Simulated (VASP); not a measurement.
# Ga3As2N (I4/mmm) in VASP: a series of runs

Ga3As2N is run at these levels: PBE; tasks: single point.

Everything below comes from runs of VASP 6.6.1. Logs are shortened: lines on timing, memory, paths and dates and some standing lists are left out, and cuts for length are marked.

## (1) The cell of the first run

The structure is tetragonal, space group I4/mmm (No. 139). Conventional cell: a = 3.569 Å, b = 3.569 Å, c = 16.730 Å, α = 90.00°, β = 90.00°, γ = 90.00°. Within 3.3 Å of Ga (site symmetry 4/mmm) lie 4 N at 2.52 Å and 2 As at 2.64 Å and 8 Ga at 3.18 Å. Ga (site symmetry 4mm) has 1 N at 1.94 Å within 2.6 Å. Within 3.5 Å of As (site symmetry 4mm) lie 5 Ga at 2.62 to 2.64 Å. N (site symmetry 4/mmm) has 6 Ga at 1.94 to 2.52 Å within 2.6 Å.

## (2) Single point, PBE

File INCAR:

```
SYSTEM = Ga3As2N
ALGO = Normal
EDIFF = 1E-6
ENCUT = 520
GGA = PE
ISIF = 2
ISMEAR = 0
LASPH = .TRUE.
LCHARG = .FALSE.
LREAL = .FALSE.
LWAVE = .FALSE.
NBANDS = 36
NELM = 80
PREC = Accurate
SIGMA = 0.1
```

File KPOINTS:

```
k-points
0
G
  6 6 6
  0 0 0
```

File POSCAR:

```
Ga3As2N
1.0
   -1.7846634720      1.7846634720      8.3650110660
    1.7846634720     -1.7846634720      8.3650110660
    1.7846634720      1.7846634720     -8.3650110660
Ga As N
3 2 1
Direct
    0.0000000000      0.0000000000      0.0000000000
    0.6159702700      0.6159702700      0.0000000000
    0.3840297300      0.3840297300      0.0000000000
    0.8422047465      0.8422047465      0.0000000000
    0.1577952535      0.1577952535      0.0000000000
    0.5000000000      0.5000000000      0.0000000000
```

Potentials or basis: VASP PAW PBE potentials, release 64 (Ga_d, As, N).

On the command line:

```sh
$ cat potpaw_PBE.64/Ga_d/POTCAR potpaw_PBE.64/As/POTCAR potpaw_PBE.64/N/POTCAR > POTCAR
$ mpirun -np 1 vasp_std > vasp.out
```

OUTCAR:

```text
SYSTEM = Ga3As2N
   EDIFF = 1E-6
   ENCUT = 520
   GGA = PE
   ISIF = 2
   ISMEAR = 0
   LASPH = .TRUE.
   LREAL = .FALSE.
   NELM = 80
   PREC = Accurate

 ion  position               nearest neighbor table
   1  0.000  0.000  0.000-   4 2.64   5 2.64
   2  0.616  0.616  0.000-   6 1.94   5 2.62   5 2.62   5 2.62   5 2.62
   3  0.384  0.384  0.000-   6 1.94   4 2.62   4 2.62   4 2.62   4 2.62
   4  0.842  0.842  0.000-   3 2.62   3 2.62   3 2.62   3 2.62   1 2.64
   5  0.158  0.158  0.000-   2 2.62   2 2.62   2 2.62   2 2.62   1 2.64
   6  0.500  0.500  0.000-   2 1.94   3 1.94

  LATTYP: Found a body centered tetragonal cell.
 ALAT       =     3.5693269440
 C/A-ratio  =     4.6871643855

  Lattice vectors:

 A1 = (  -1.7846634720,   1.7846634720,   8.3650110660)
 A2 = (   1.7846634720,  -1.7846634720,   8.3650110660)
 A3 = (   1.7846634720,   1.7846634720,  -8.3650110660)

Analysis of symmetry for initial positions (statically):
=====================================================================
 Subroutine PRICEL returns:
 Original cell was already a primitive cell.

 Routine SETGRP: Setting up the symmetry group for a
 body centered tetragonal supercell.

 Subroutine GETGRP returns: Found 16 space group operations
 (whereof 16 operations were pure point group operations)
 out of a pool of 16 trial point group operations.

The static configuration has the point symmetry D_4h.

Analysis of symmetry for dynamics (positions and initial velocities):
=====================================================================
 Subroutine PRICEL returns:
 Original cell was already a primitive cell.

 Routine SETGRP: Setting up the symmetry group for a
 body centered tetragonal supercell.

 Subroutine GETGRP returns: Found 16 space group operations
 (whereof 16 operations were pure point group operations)
 out of a pool of 16 trial point group operations.

The dynamic configuration has the point symmetry D_4h.

 Subroutine INISYM returns: Found 16 space group operations
 (whereof 16 operations are pure point group operations),
 and found     1 'primitive' translations

----------------------------------------------------------------------------------------

                                     Primitive cell

  volume of cell :     106.5710

  direct lattice vectors                    reciprocal lattice vectors
    -1.784663472  1.784663472  8.365011066     0.000000000  0.280164865  0.059772784
     1.784663472 -1.784663472  8.365011066     0.280164865  0.000000000  0.059772784
     1.784663472  1.784663472 -8.365011066     0.280164865  0.280164865  0.000000000

  length of vectors
     8.737474323  8.737474323  8.737474323     0.286470133  0.286470133  0.396212951

  position of ions in fractional coordinates (direct lattice)
     0.000000000  0.000000000  0.000000000
     0.615970270  0.615970270  0.000000000
     0.384029730  0.384029730  0.000000000
     0.842204747  0.842204747  0.000000000
     0.157795253  0.157795253  0.000000000
     0.500000000  0.500000000  0.000000000

  ion indices of the primitive-cell ions
   primitive index   ion index
                 1           1
                 2           2
                 3           3
                 4           4
                 5           5
                 6           6

----------------------------------------------------------------------------------------

 KPOINTS: k-points

Automatic generation of k-mesh.
 Grid dimensions read from file:
 generate k-points for:    6    6    6

 Generating k-lattice:

  Cartesian coordinates                     Fractional coordinates (reciprocal lattice)
     0.000000000  0.046694144  0.009962131     0.166666667  0.000000000  0.000000000
     0.046694144  0.000000000  0.009962131     0.000000000  0.166666667  0.000000000
     0.046694144  0.046694144  0.000000000     0.000000000  0.000000000  0.166666667

  Length of vectors
     0.047745022  0.047745022  0.066035492

  Shift w.r.t. Gamma in fractional coordinates (k-lattice)
     0.000000000  0.000000000  0.000000000

 Subroutine IBZKPT returns following result:
 ===========================================

 Found     30 irreducible k-points:

 Following reciprocal coordinates:
            Coordinates               Weight
  0.000000  0.000000  0.000000      1.000000
  0.166667 -0.000000  0.000000      8.000000
  0.333333  0.000000  0.000000      8.000000
  0.500000  0.000000  0.000000      4.000000
  0.166667  0.166667  0.000000      8.000000
  0.333333  0.166667  0.000000     16.000000
[... 16 lines left out ...]
 -0.333333 -0.333333  0.166667      8.000000
 -0.166667 -0.333333  0.166667      8.000000
 [... further k-points ...]
   k-points           NKPTS =     30   k-points in BZ     NKDIM =     30   number of bands    NBANDS=     36
   number of dos      NEDOS =    301   number of ions     NIONS =      6
   total plane-waves  NPLWV = 343000
   dimension x,y,z NGX =    70 NGY =   70 NGZ =   70
   dimension x,y,z NGXF=   140 NGYF=  140 NGZF=  140
   ions per type =               3   2   1
   NGX,Y,Z   is equivalent  to a cutoff of  13.32, 13.32, 13.32 a.u.
   NGXF,Y,Z  is equivalent  to a cutoff of  26.64, 26.64, 26.64 a.u.
 SYSTEM =  Ga3As2N
   PREC   = accura    normal or accurate (medium, high low for compatibility)
   ISTART =      0    job   : 0-new  1-cont  2-samecut
   ICHARG =      2    charge: 1-file 2-atom 10-const
   ISPIN  =      1    spin polarized calculation?
   LNONCOLLINEAR =      F non collinear calculations
   LSORBIT =      F    spin-orbit coupling
   LASPH  =      T    aspherical Exc in radial PAW
   ENCUT  =  520.0 eV  38.22 Ry    6.18 a.u.  16.25 16.25 16.25*2*pi/ulx,y,z
   NELM   =     80;   NELMIN=  2; NELMDL= -5     # of ELM steps
   EDIFF  = 0.1E-05   stopping-criterion for ELM
   LREAL  =      F    real-space projection
   EDIFFG = 0.1E-04   stopping-criterion for IOM
   NSW    =      0    number of steps for IOM
   IBRION =     -1    ionic relax: 0-MD 1-quasi-New 2-CG
   NFREE  =      0    steps in history (QN), initial steepest desc. (CG)
   ISIF   =      2    stress and relaxation
   ISYM   =      2    0-nonsym 1-usesym 2-fastsym
   POTIM  = 0.5000    time-step for ionic-motion
   TEBEG  =    0.0;   TEEND  =   0.0 temperature during run
   PSTRESS=    0.0 pullay stress
   NELECT =      54.0000    total number of electrons
   NUPDOWN=      -1.0000    fix difference up-down
   EMIN   =  10.00;   EMAX   =-10.00  energy-range for DOS
   EFERMI =   0.00;   METHOD = LEGACY
   ISMEAR =     0;   SIGMA  =   0.10  broadening in eV -4-tet -1-fermi 0-gaus
   EFERMI_NEDOS =   21; number of points for ismear=-14 and -15
   IALGO  =     38    algorithm
   IMIX   =      4    mixing-type and parameters
     AMIX     =   0.40;   BMIX     =  1.00
     AMIX_MAG =   1.60;   BMIX_MAG =  1.00
  volume/ion in A,a.u.               =      17.76       119.86
  Fermi-wavevector in a.u.,A,eV,Ry     =   1.305148  2.466372 23.176310  1.703411
  Thomas-Fermi vector in A             =   2.436036
   LORBIT       =      0    0 simple, 1 ext, 2 COOP (PROOUT), +10 PAW based schemes
   GGA     = PE    functional components
   LHFCALC =     F    Hartree Fock is set to
   AEXX    =    0.0000 exact exchange contribution
   IVDW    =     0    specifies the selected vdW correction
   LEPSILON=     F    determine dielectric tensor
   LRPA    =     F    only Hartree local field effects (RPA)
 non-spin polarized calculation
 Gauss-broadening in eV      SIGMA  =   0.10
  energy-cutoff  :      520.00
  volume of cell :      106.57
 maximum number of plane-waves:      2908
 NGX is ok and might be reduce to    70
   NGX = 33   NGY = 33   NGZ = 33

 number of electron      53.9999997 magnetization

 Free energy of the ion-electron system (eV)
  ---------------------------------------------------
  ext. energy  EPLUGINS =         0.00000000
  ---------------------------------------------------
  free energy    TOTEN  =       -25.53830438 eV

  energy without entropy =      -25.52981664  energy(sigma->0) =      -25.53406051

 E-fermi :   5.0309     XC(G=0): -10.5540

 val. band max:        5.0047581789   @ k =  -0.1667  -0.3333   0.1667
 cond. band min:       5.0833953887   @ k =  -0.1667  -0.3333   0.1667
 fundamental gap:      0.0786372098
 Fermi energy:         5.0308808953

 k-point     1 :       0.0000    0.0000    0.0000
  band No.  band energies     occupation
      1     -10.7187      2.00000
      2      -9.9110      2.00000
      3      -9.8766      2.00000
      4      -9.8598      2.00000
      5      -9.8389      2.00000
      6      -9.8343      2.00000
[... 28 lines left out ...]
     35      12.5640      0.00000
     36      12.6000      0.00000

 k-point     2 :       0.1667   -0.0000    0.0000
  band No.  band energies     occupation
      1     -10.6584      2.00000
      2      -9.8999      2.00000
      3      -9.8731      2.00000
      4      -9.8612      2.00000
      5      -9.8501      2.00000
      6      -9.8451      2.00000
[... 28 lines left out ...]
     35      11.9352      0.00000
     36      12.0797      0.00000

 k-point     3 :       0.3333    0.0000    0.0000
  band No.  band energies     occupation
      1     -10.5386      2.00000
      2      -9.8958      2.00000
      3      -9.8915      2.00000
      4      -9.8792      2.00000
      5      -9.8612      2.00000
      6      -9.8535      2.00000
[... 28 lines left out ...]
     35      10.6168      0.00000
     36      11.1102      0.00000
[... 742 lines left out ...]
 k-point    23 :      -0.3333   -0.3333    0.1667
  band No.  band energies     occupation
      1     -10.6230      2.00000
      2      -9.9097      2.00000
      3      -9.8874      2.00000
      4      -9.8658      2.00000
      5      -9.8486      2.00000
      6      -9.8416      2.00000
[... 28 lines left out ...]
     35      11.0453      0.00000
     36      11.6133      0.00000

 k-point    24 :      -0.1667   -0.3333    0.1667
  band No.  band energies     occupation
      1     -10.6578      2.00000
      2      -9.8999      2.00000
      3      -9.8731      2.00000
      4      -9.8602      2.00000
      5      -9.8501      2.00000
      6      -9.8438      2.00000
[... 28 lines left out ...]
     35      11.8120      0.00000
     36      12.0558      0.00000

 [... further k-points ...]

------------------------ aborting loop because EDIFF is reached ----------------------------------------

  FORCE on cell =-STRESS in cart. coord.  units (eV):
  Direction    XX          YY          ZZ          XY          YZ          ZX
  --------------------------------------------------------------------------------------
  -------------------------------------------------------------------------------------
  Total        0.0956529      0.0956529      0.1507515      0.0000000      0.0000000      0.0000000
  in kB        1.4380351      1.4380351      2.2663815      0.0000000      0.0000000      0.0000000
  external PRESSURE =       1.7141506 kB  Pullay stress =       0.0000000 kB

 VOLUME and BASIS-vectors are now :
 -----------------------------------------------------------------------------
  energy-cutoff  :      520.00
  volume of cell :      106.57
      direct lattice vectors                 reciprocal lattice vectors
    -1.784663472  1.784663472  8.365011066     0.000000000  0.280164865  0.059772784
     1.784663472 -1.784663472  8.365011066     0.280164865  0.000000000  0.059772784
     1.784663472  1.784663472 -8.365011066     0.280164865  0.280164865  0.000000000

 POSITION                                       TOTAL-FORCE (eV/Angst)
 -----------------------------------------------------------------------------------
      0.00000      0.00000      0.00000        -0.000000     -0.000000      0.000000
      0.00000      0.00000     10.30520         0.000000      0.000000      0.011423
      0.00000      0.00000      6.42483        -0.000000     -0.000000     -0.011423
      0.00000      0.00000     14.09010        -0.000000     -0.000000     -0.029470
      0.00000      0.00000      2.63992         0.000000      0.000000      0.029470
      0.00000      0.00000      8.36501        -0.000000     -0.000000      0.000000
 -----------------------------------------------------------------------------------
    total drift:                                0.000000      0.000000     -0.000000

  FREE ENERGIE OF THE ION-ELECTRON SYSTEM (eV)
  ---------------------------------------------------
  free  energy   TOTEN  =       -25.5383043752 eV

  energy  without entropy=      -25.5298166415  energy(sigma->0) =      -25.53406051
```

Wall time 7.1 min (1 thread of AMD EPYC 9R45 (Zen 5), shared host); peak memory 0.68 GiB.

Results:

- Free energy: -25.5383 eV
- Pressure: 0.2 GPa
- Largest force: 0.029 eV/Å
- Band gap on the k mesh: zero (band 27 reaches 5.94 eV, above the bottom of band 28 at 3.18 eV)

Forces in eV/Å, atoms in the order of the input:
```
Ga   0.000  0.000  0.000
Ga   0.000  0.000  0.011
Ga   0.000  0.000 -0.011
As   0.000  0.000 -0.029
As   0.000  0.000  0.029
N    0.000  0.000  0.000
```

Caveat: the k points lie up to 0.41 Å⁻¹ apart.

## (3) Single point, PBE

This run uses another cell than the first one, of 18.95 Å³/atom, 1.067 times its volume.

File INCAR:

```
PREC = Accurate
ENCUT = 520
EDIFF = 1E-6
ISMEAR = 0
SIGMA = 0.1
LREAL = F
LASPH = T
NELM = 60
ALGO = Normal
ISIF = 2
LWAVE = F
LCHARG = F
GGA = PE
NBANDS = 36
```

File KPOINTS:

```
regular mesh
0
Gamma
  6 6 6
```

File POSCAR:

```
Ga3As2N
1.0
   -1.8850394200      1.8850394200      7.9975449300
    1.8850394200     -1.8850394200      7.9975449300
    1.8850394200      1.8850394200     -7.9975449300
Ga As N
3 2 1
Direct
    0.0000000000      0.0000000000      0.0000000000
    0.6666666700      0.6666666700      0.0000000000
    0.3333333300      0.3333333300      0.0000000000
    0.8333333300      0.8333333300      0.0000000000
    0.1666666700      0.1666666700      0.0000000000
    0.5000000000      0.5000000000      0.0000000000
```

Potentials or basis: VASP PAW PBE potentials, release 64 (Ga_d, As, N).

On the command line:

```sh
$ cat potpaw_PBE.64/Ga_d/POTCAR potpaw_PBE.64/As/POTCAR potpaw_PBE.64/N/POTCAR > POTCAR
$ mpirun -np 1 vasp_std > vasp.out
```

It took 4.3 min on 1 thread of AMD EPYC 9R45 (Zen 5), shared host; peak memory 0.54 GiB.

Results (log left out):

| Item | Value |
| --- | --- |
| Free energy | -23.6800 eV |
| Pressure | -7.3 GPa |
| Largest force | 1.142 eV/Å |
| Band gap on the k mesh | zero (band 27 reaches 4.58 eV, above the bottom of band 28 at 2.39 eV) |

Forces in eV/Å, atoms in the order of the input:
```
Ga   0.000  0.000  0.000
Ga   0.000  0.000 -1.142
Ga   0.000  0.000  1.142
As   0.000  0.000  0.496
As   0.000  0.000 -0.496
N    0.000  0.000  0.000
```

Levels at points of the mesh, in eV from the Fermi level:
```tsv
k point	band 23	band 24	band 25	band 26	band 27	band 28	band 29	band 30	band 31	band 32
(0.00, 0.00, 0.00)	-1.40	-1.39	-1.39	-1.06	-0.58	-0.07	-0.07	-0.04	4.19	5.55
(0.50, 0.00, 0.00)	-1.70	-0.23	0.05	0.10	0.21	1.77	2.18	2.53	3.26	3.45
(0.50, 0.50, 0.00)	-3.98	-3.54	-3.12	-2.25	-1.99	-1.81	0.44	1.13	4.51	4.83
(0.50, 0.50, 0.50)	-2.23	-2.08	-0.71	-0.71	-0.59	-0.59	1.59	2.73	4.09	4.56
```

Caveat: the k points lie up to 0.39 Å⁻¹ apart; forces of over 1 eV/Å act on the atoms, so gaps and moduli don't describe the material at rest.
